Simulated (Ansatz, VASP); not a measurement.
BN: VASP beside Ansatz

Contents of INCAR:

```
ALGO = Normal ; EDIFF = 1E-6
ENCUT = 520 ; GGA = PE
ISIF = 2 ; ISMEAR = 0
LASPH = T ; LCHARG = F
LREAL = F ; LWAVE = F
NBANDS = 11 ; NELM = 80
PREC = Accurate ; SIGMA = 0.02
```

File KPOINTS:

```
k-points
0
Gamma
  12 12 12
```

The input POSCAR:

```
BN
1.0
   -0.0362600200      1.9058266512      1.9058266512
    1.8695666312      0.0000000000      1.8695666312
    1.8695666312      1.8695666312      0.0000000000
B N
1 1
Direct
    0.0286605050     -0.0095535017     -0.0095535017
    0.7213394950      0.7595535017      0.7595535017
```

Input for Ansatz:

```yaml
crystal:
  lattice:
    - [-0.03626002, 1.9058266512, 1.9058266512]
    - [1.8695666312, 0.0, 1.8695666312]
    - [1.8695666312, 1.8695666312, 0.0]
  atoms:
    - { symbol: B, position: [0.028660505, -0.0095535017, -0.0095535017] }
    - { symbol: "N", position: [0.721339495, 0.7595535017, 0.7595535017] }
basis:
  ecutwfc: 420
kpoints:
  mp_grid: { grid: [12, 12, 12] }
hamiltonian:
  xc: pbe
scf:
  occupations: { method: gaussian, width: 0.02 }
output:
  forces: true
  stress: true
  eigenvalues: true
```

Alike in both runs: task single point; functional PBE; k mesh 12 × 12 × 12; occupations gaussian, width 0.02 eV; no spin polarisation.

|  | VASP | Ansatz |
| --- | --- | --- |
| version | VASP 6.6.1 | Ansatz 0.2.0 |
| potentials or method | VASP PAW PBE potentials, release 64 (B, N), cutoff 520 eV | scalar-relativistic, plane waves, PAW |
| valence electrons in the cell | 8 | 8 |

VASP gave:

- gap on the k mesh at the Fermi level (eV): 3.45
- least direct gap on the mesh (eV): 7.32
- pressure (GPa): -34.1
- traceless stress, the component that is largest in VASP (GPa): 8.84
- rms of the force components (eV/Å): 1.551

**Question.** Which values does Ansatz return?

**Answer.** gap on the k mesh at the Fermi level (eV): 3.46; least direct gap on the mesh (eV): 7.33; pressure (GPa): -34.1; traceless stress, the component that is largest in VASP (GPa): 8.94; rms of the force components (eV/Å): 1.542.

Atom by atom the forces differ by 0.009 eV/Å (rms over components). Both programs put the cell under strong tension, so it lies far from rest at this level. With one functional, cell and mesh, what is left measures potentials, basis and numerics.

Noted on VASP's run: the cell as given lies far from equilibrium.
